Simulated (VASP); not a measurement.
# Ta3F in VASP: single point with LDA

Aim: the single point of Ta3F with LDA.

Everything below comes from runs of VASP 6.6.1. Logs are shortened: lines on timing, memory, paths and dates and some standing lists are left out, and cuts for length are marked.

### Step 1. The cell of the first run

The cell holds a slab with vacuum, 4 atoms: a = 2.817 Å, b = 2.817 Å, c = 21.444 Å, α = 90.00°, β = 90.00°, γ = 109.47°.

### Step 2. Single point, LDA, collinear spin

Input file INCAR:

```
SYSTEM = Ta3F
  PREC = Accurate
  ENCUT = 520
  EDIFF = 1E-6
  ISMEAR = 0
  SIGMA = 0.1
  LREAL = .False.
  LASPH = .True.
  NELM = 150
  ALGO = Fast
  ISIF = 2
  LWAVE = .False.
  LCHARG = .False.
  ISPIN = 2
  MAGMOM = 0 0 0 1
  LORBIT = 11
  LMAXMIX = 4
  LDIPOL = .True.
  IDIPOL = 3
  DIPOL = 0.5 0.5 0.336
  GGA = CA
  NBANDS = 32
```

Input file KPOINTS:

```
Automatic mesh
0
Gamma
  10 10 1
  0 0 0
```

Input file POSCAR:

```
Ta3F
1.0
    2.8170508358      0.0000000000      0.0000000000
   -0.9390169453      2.6559409986      0.0000000000
    0.0000000000      0.0000000000     21.4444204446
Ta F
3 1
Direct
    0.5000000000      0.5000000000      0.1865287062
    0.0000000000      0.0000000000      0.2901575819
    0.5000000000      0.5000000000      0.3937817050
    0.5000000000      0.5000000000      0.4735227268
```

Potentials or basis: VASP PAW LDA potentials, release 64 (Ta_pv, F).

Started as:

```
cat potpaw_LDA.64/Ta_pv/POTCAR potpaw_LDA.64/F/POTCAR > POTCAR
mpirun -np 1 vasp_std > vasp.out
```

OUTCAR:

```text
SYSTEM = Ta3F
   PREC = Accurate
   ENCUT = 520
   EDIFF = 1E-6
   ISMEAR = 0
   LREAL = .False.
   LASPH = .True.
   NELM = 150
   ISIF = 2
   ISPIN = 2
   LORBIT = 11
   GGA = CA

 ion  position               nearest neighbor table
   1  0.500  0.500  0.187-   2 2.75   2 2.75   2 3.20   2 3.20
   2  0.000  0.000  0.290-   3 2.75   3 2.75   1 2.75   1 2.75   3 3.20   3 3.20   1 3.20   1 3.20

   3  0.500  0.500  0.394-   4 1.71   2 2.75   2 2.75   2 3.20   2 3.20
   4  0.500  0.500  0.474-   3 1.71

  LATTYP: Found a base centered orthorhombic cell.
 ALAT       =     3.2528501167
 B/A-ratio  =     1.4142135624
 C/A-ratio  =     6.5925018599

  Lattice vectors:

 A1 = (   2.8170508358,   0.0000000000,   0.0000000000)
 A2 = (  -0.9390169453,   2.6559409986,   0.0000000000)
 A3 = (   0.0000000000,   0.0000000000,  21.4444204446)

Analysis of symmetry for initial positions (statically):
=====================================================================
 Subroutine PRICEL returns:
 Original cell was already a primitive cell.

 Routine SETGRP: Setting up the symmetry group for a
 base centered orthorhombic supercell.

 Subroutine GETGRP returns: Found  4 space group operations
 (whereof  4 operations were pure point group operations)
 out of a pool of  8 trial point group operations.

The static configuration has the point symmetry C_2v.

Analysis of symmetry for dynamics (positions and initial velocities):
=====================================================================
 Subroutine PRICEL returns:
 Original cell was already a primitive cell.

 Routine SETGRP: Setting up the symmetry group for a
 base centered orthorhombic supercell.

 Subroutine GETGRP returns: Found  4 space group operations
 (whereof  4 operations were pure point group operations)
 out of a pool of  8 trial point group operations.

The dynamic configuration has the point symmetry C_2v.

Analysis of structural, dynamic, and magnetic symmetry:
=====================================================================
 Subroutine PRICEL returns:
 Original cell was already a primitive cell.

 Routine SETGRP: Setting up the symmetry group for a
 base centered orthorhombic supercell.

 Subroutine GETGRP returns: Found  4 space group operations
 (whereof  4 operations were pure point group operations)
 out of a pool of  8 trial point group operations.

The overall configuration has the point symmetry C_2v.

 Subroutine INISYM returns: Found  4 space group operations
 (whereof  4 operations are pure point group operations),
 and found     1 'primitive' translations

----------------------------------------------------------------------------------------

                                     Primitive cell

  volume of cell :     160.4455

  direct lattice vectors                    reciprocal lattice vectors
     2.817050836  0.000000000  0.000000000     0.354981169  0.125504796  0.000000000
    -0.939016945  2.655940999  0.000000000     0.000000000  0.376514388  0.000000000
     0.000000000  0.000000000 21.444420445     0.000000000  0.000000000  0.046632177

  length of vectors
     2.817050836  2.817050836 21.444420445     0.376514388  0.376514388  0.046632177

  position of ions in fractional coordinates (direct lattice)
     0.500000000  0.500000000  0.186528706
     0.000000000  0.000000000  0.290157582
     0.500000000  0.500000000  0.393781705
     0.500000000  0.500000000  0.473522727

  ion indices of the primitive-cell ions
   primitive index   ion index
                 1           1
                 2           2
                 3           3
                 4           4

----------------------------------------------------------------------------------------

 KPOINTS: Automatic mesh

Automatic generation of k-mesh.
 Grid dimensions read from file:
 generate k-points for:   10   10    1

 Generating k-lattice:

  Cartesian coordinates                     Fractional coordinates (reciprocal lattice)
     0.035498117  0.012550480  0.000000000     0.100000000  0.000000000  0.000000000
     0.000000000  0.037651439  0.000000000     0.000000000  0.100000000  0.000000000
     0.000000000  0.000000000  0.046632177     0.000000000  0.000000000  1.000000000

  Length of vectors
[... 38 lines left out ...]
   number of dos      NEDOS =    301   number of ions     NIONS =      4
   total plane-waves  NPLWV =  92160
   dimension x,y,z NGX =    24 NGY =   24 NGZ =  160
   dimension x,y,z NGXF=    48 NGYF=   48 NGZF=  320
   ions per type =               3   1
   NGX,Y,Z   is equivalent  to a cutoff of  14.16, 14.16, 12.40 a.u.
   NGXF,Y,Z  is equivalent  to a cutoff of  28.33, 28.33, 24.81 a.u.
 SYSTEM =  Ta3F
   PREC   = accura    normal or accurate (medium, high low for compatibility)
   ISTART =      0    job   : 0-new  1-cont  2-samecut
   ICHARG =      2    charge: 1-file 2-atom 10-const
   ISPIN  =      2    spin polarized calculation?
   LNONCOLLINEAR =      F non collinear calculations
   LSORBIT =      F    spin-orbit coupling
   LASPH  =      T    aspherical Exc in radial PAW
   ENCUT  =  520.0 eV  38.22 Ry    6.18 a.u.   5.24  5.24 39.87*2*pi/ulx,y,z
   NELM   =    150;   NELMIN=  2; NELMDL= -5     # of ELM steps
   EDIFF  = 0.1E-05   stopping-criterion for ELM
   LREAL  =      F    real-space projection
   EDIFFG = 0.1E-04   stopping-criterion for IOM
   NSW    =      0    number of steps for IOM
   IBRION =     -1    ionic relax: 0-MD 1-quasi-New 2-CG
   NFREE  =      0    steps in history (QN), initial steepest desc. (CG)
   ISIF   =      2    stress and relaxation
   ISYM   =      2    0-nonsym 1-usesym 2-fastsym
   POTIM  = 0.5000    time-step for ionic-motion
   TEBEG  =    0.0;   TEEND  =   0.0 temperature during run
   PSTRESS=    0.0 pullay stress
   NELECT =      40.0000    total number of electrons
   NUPDOWN=      -1.0000    fix difference up-down
   EMIN   =  10.00;   EMAX   =-10.00  energy-range for DOS
   EFERMI =   0.00;   METHOD = LEGACY
   ISMEAR =     0;   SIGMA  =   0.10  broadening in eV -4-tet -1-fermi 0-gaus
   EFERMI_NEDOS =   21; number of points for ismear=-14 and -15
   IALGO  =     68    algorithm
   IMIX   =      4    mixing-type and parameters
     AMIX     =   0.40;   BMIX     =  1.00
     AMIX_MAG =   1.60;   BMIX_MAG =  1.00
  volume/ion in A,a.u.               =      40.11       270.68
  Fermi-wavevector in a.u.,A,eV,Ry     =   1.030352  1.947083 14.444293  1.061626
  Thomas-Fermi vector in A             =   2.164446
   LORBIT       =     11    0 simple, 1 ext, 2 COOP (PROOUT), +10 PAW based schemes
   GGA     = CA    functional components
   LHFCALC =     F    Hartree Fock is set to
   AEXX    =    0.0000 exact exchange contribution
   IVDW    =     0    specifies the selected vdW correction
   LEPSILON=     F    determine dielectric tensor
   LRPA    =     F    only Hartree local field effects (RPA)
 spin polarized calculation
 RMM-DIIS sequential band-by-band and
 Gauss-broadening in eV      SIGMA  =   0.10
  energy-cutoff  :      520.00
  volume of cell :      160.45
 maximum number of plane-waves:      4359
 NGX is ok and might be reduce to    24
   NGX = 11   NGY = 11   NGZ = 79

 dipolmoment           0.000000      0.000000     -0.015162 electrons x Angstroem

 number of electron      40.0000011 magnetization       0.0002382

 dipolmoment           0.000000      0.000000      0.034447 electrons x Angstroem

 Free energy of the ion-electron system (eV)
  ---------------------------------------------------
  ext. energy  EPLUGINS =         0.00000000
  ---------------------------------------------------
  free energy    TOTEN  =       -41.84490148 eV

  energy without entropy =      -41.82223401  energy(sigma->0) =      -41.83356775

 E-fermi :  -1.1985     XC(G=0):  -5.5617

 val. band max:       -1.2068903729   @ k =   0.3000   0.2000   0.0000
 cond. band min:      -1.1804627183   @ k =  -0.2000   0.1000   0.0000
 fundamental gap:      0.0264276546
 Fermi energy:        -1.1984853252

 spin component 1

 k-point     1 :       0.0000    0.0000    0.0000
  band No.  band energies     occupation
      1     -36.8113      1.00000
      2     -35.3554      1.00000
      3     -35.0920      1.00000
      4     -34.7999      1.00000
      5     -34.5962      1.00000
      6     -34.4261      1.00000
[... 829 lines left out ...]
     31       8.4610      0.00000
     32       8.6681      0.00000

 [... further k-points ...]

 spin component 2

 k-point     1 :       0.0000    0.0000    0.0000
  band No.  band energies     occupation
      1     -36.8113      1.00000
      2     -35.3554      1.00000
      3     -35.0920      1.00000
      4     -34.7999      1.00000
      5     -34.5962      1.00000
      6     -34.4261      1.00000
[... 829 lines left out ...]
     31       8.4600      0.00000
     32       8.6677      0.00000

 [... further k-points ...]

------------------------ aborting loop because EDIFF is reached ----------------------------------------

 vacuum level on the upper side and lower side of the slab       (xc-potential included)         0.398        -0.555

  FORCE on cell =-STRESS in cart. coord.  units (eV):
  Direction    XX          YY          ZZ          XY          YZ          ZX
  --------------------------------------------------------------------------------------
  -------------------------------------------------------------------------------------
  Total       -0.3341599      0.1890586     14.3524548      0.7399427      0.0000000      0.0000000
  in kB       -3.3368564      1.8879027    143.3208411      7.3889253      0.0000000      0.0000000
  external PRESSURE =      47.2906292 kB  Pullay stress =       0.0000000 kB

 VOLUME and BASIS-vectors are now :
 -----------------------------------------------------------------------------
  energy-cutoff  :      520.00
  volume of cell :      160.45
      direct lattice vectors                 reciprocal lattice vectors
     2.817050836  0.000000000  0.000000000     0.354981169  0.125504796  0.000000000
    -0.939016945  2.655940999  0.000000000     0.000000000  0.376514388  0.000000000
     0.000000000  0.000000000 21.444420445     0.000000000  0.000000000  0.046632177

 POSITION                                       TOTAL-FORCE (eV/Angst)
 -----------------------------------------------------------------------------------
      0.93902      1.32797      4.00000         0.000000      0.000000      0.101901
      0.00000      0.00000      6.22226         0.000000      0.000000     -1.301490
      0.93902      1.32797      8.44442         0.000000      0.000000     -5.803812
      0.93902      1.32797     10.15442        -0.000000      0.000000      7.003401
 -----------------------------------------------------------------------------------
    total drift:                               -0.000000     -0.000000     -0.001165

  FREE ENERGIE OF THE ION-ELECTRON SYSTEM (eV)
  ---------------------------------------------------
  free  energy   TOTEN  =       -41.8449014829 eV

  energy  without entropy=      -41.8222340116  energy(sigma->0) =      -41.83356775

 vacuum level on the upper side and lower side of the slab         4.473         3.602

 total charge

# of ion       s       p       d       tot
------------------------------------------
    1        0.387   6.100   2.467   8.954
    2        0.393   6.184   2.546   9.123
    3        0.418   6.262   2.591   9.271
    4        1.751   4.357   0.000   6.108
--------------------------------------------------
tot          2.949  22.903   7.604  33.456

 magnetization (x)

# of ion       s       p       d       tot
------------------------------------------
    1       -0.000   0.000   0.000   0.000
    2       -0.000  -0.000  -0.000  -0.000
    3       -0.000  -0.000  -0.000  -0.000
    4        0.000   0.000   0.000   0.000
--------------------------------------------------
tot         -0.000   0.000  -0.000  -0.000
```

Wall time 19 min (1 thread of Oxide Virtual Turin-like, shared host); peak memory 0.37 GiB.

What came out:

- Free energy: -41.8449 eV
- Largest force: 7.003 eV/Å
- Band gap on the k mesh: zero (filled and empty bands overlap)
- Net moment: 0.00 μB per cell
- Valence electrons inside the program's atomic spheres: Ta 8.95, 9.12, 9.27; F 6.11

Forces in eV/Å, atoms in the order of the input:
```
Ta   0.000  0.000  0.102
Ta   0.000  0.000 -1.301
Ta   0.000  0.000 -5.804
F    0.000  0.000  7.003
```

Caveat: spin-orbit coupling is left out, which moves the levels of the heavy elements.

The gap in the log of VASP goes by the Fermi energy; the results here count the filled bands.